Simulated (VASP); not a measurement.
**Zr: relaxation of cell and atoms with PBE**

Zr:

```
Zr
1.0
    -1.77305    1.77305    1.77305
     1.77305   -1.77305    1.77305
     1.77305    1.77305   -1.77305
Zr
1
Direct
  0.00000 0.00000 0.00000
```

```json
{"Program": "VASP 6.6.1", "Task": "relaxation of cell and atoms", "Functional": "PBE", "Potentials or basis": "VASP PAW PBE potentials, release 64 (Zr_sv)", "Cutoff": "600 eV", "k mesh": "13 × 13 × 13", "Occupations": "fermi-dirac, width 0.05 eV", "Spin": "no spin polarisation", "Dipole correction": "no", "Further INCAR settings": "ALGO = Normal; EDIFF = 1e-06; IBRION = 2; EDIFFG = -0.005; NSW = 100; ISIF = 3"}
```

```yaml
Relaxed_volume: 22.82 Å³/atom
Relaxed_cell: a = 3.095 Å, b = 3.095 Å, c = 3.095 Å, α = 109.47°, β = 109.47°, γ = 109.47°
Space_group_after_relaxing_to_0.05_Å: Im-3m (No. 229)
Energy_gained_by_relaxing: 3.4 meV/atom
Ionic_steps: 3
Pressure_after_relaxing: 0.0 GPa
Band_gap_on_the_k_mesh: zero (band 6 reaches 10.07 eV, above the bottom of band 7 at 8.34 eV)
```

Step by step:
```tsv
step	energy change (eV)	largest force (eV/Å)	pressure (GPa)	volume (Å³)
1	0.0000	0.0000	2.13	22.30
2	-0.0010	0.0000	-1.66	23.27
3	-0.0034	0.0000	0.00	22.82
```

Final structure:
```xyz
1
Lattice="-1.7867 1.7867 1.7867 1.7867 -1.7867 1.7867 1.7867 1.7867 -1.7867" Properties=species:S:1:pos:R:3 pbc="T T T"
Zr    0.0000    0.0000    0.0000
```

Levels at points of the mesh, in eV from the Fermi level:
```tsv
k point	band 4	band 5	band 6	band 7	band 8	band 9
(0.00, 0.00, 0.00)	-25.95	-5.41	1.12	1.12	1.12	3.65
```

Run time: 100 s on 1 thread of Intel Xeon 6975P-C, on a shared host, peak memory 0.18 GiB.

PBE usually gives volumes a little too large and moduli too small. Zero-point motion and thermal expansion aren't in these numbers.
